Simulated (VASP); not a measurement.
**Si: electric field gradients with PBE**

Si:

```xyz
2
Lattice="-2.2073 2.3225 1.3260 2.2073 -2.3225 1.3260 2.2073 2.3225 -1.3260" Properties=species:S:1:pos:R:3 pbc="T T T"
Si    0.0000    1.1613    1.4772
Si    2.2073    1.1613   -0.1512
```

This cell differs from its parent crystal: z stretched by +4 % at fixed volume.

- Program: VASP 6.6.1
- Task: electric field gradients
- Functional: PBE
- Potentials or basis: VASP PAW PBE potentials, release 64 (Si)
- Cutoff: 520 eV
- k mesh: 16 × 16 × 16
- Occupations: fermi-dirac, width 0.05 eV
- Spin: no spin polarisation
- Dipole correction: no
- Further INCAR settings: ALGO = Normal; EDIFF = 1e-08; NBANDS = 11

```
Pressure               : 16.9 GPa
Largest force          : 0.031 eV/Å
Band gap on the k mesh : zero (band 4 reaches 14.12 eV, above the bottom of band 5 at 5.89 eV)
```

Forces on the atoms (eV/Å):
```
Si   0.000  0.000  0.031
Si   0.000  0.000 -0.031
```

Stress tensor (GPa, compression positive):
```
15.80  0.00  0.00
 0.00 25.42  0.00
 0.00  0.00  9.63
```

Levels at points of the mesh, in eV from the Fermi level:
| k point | band 2 | band 3 | band 4 | band 5 | band 6 | band 7 |
| --- | --- | --- | --- | --- | --- | --- |
| (0.00, 0.00, 0.00) | -2.52 | -2.20 | -0.73 | 1.31 | 7.64 | 9.26 |
| (0.50, 0.00, 0.00) | -7.93 | -1.66 | -1.61 | -1.27 | -0.07 | 4.98 |
| (0.00, 0.50, 0.00) | -7.47 | -2.61 | -2.60 | -1.50 | 0.98 | 5.45 |
| (0.50, 0.50, 0.00) | -11.32 | 0.55 | 0.55 | 3.68 | 3.68 | 7.31 |
| (0.50, 0.50, 0.50) | -7.81 | -7.63 | -7.25 | 4.18 | 5.36 | 14.55 |

Electric field gradients, principal values (V/Å²):
```tsv
atom	least	middle	greatest (by size)
1 Si	6.411	27.640	-34.051
2 Si	6.411	27.640	-34.051
```

Wall time 5.7 min on 1 thread of AMD EPYC 7R13, on a shared host, peak memory 0.24 GiB.

Caveat: without QUAD_EFG the Cq values of the log hold for a quadrupole moment of 1 mb, not for the nuclei.
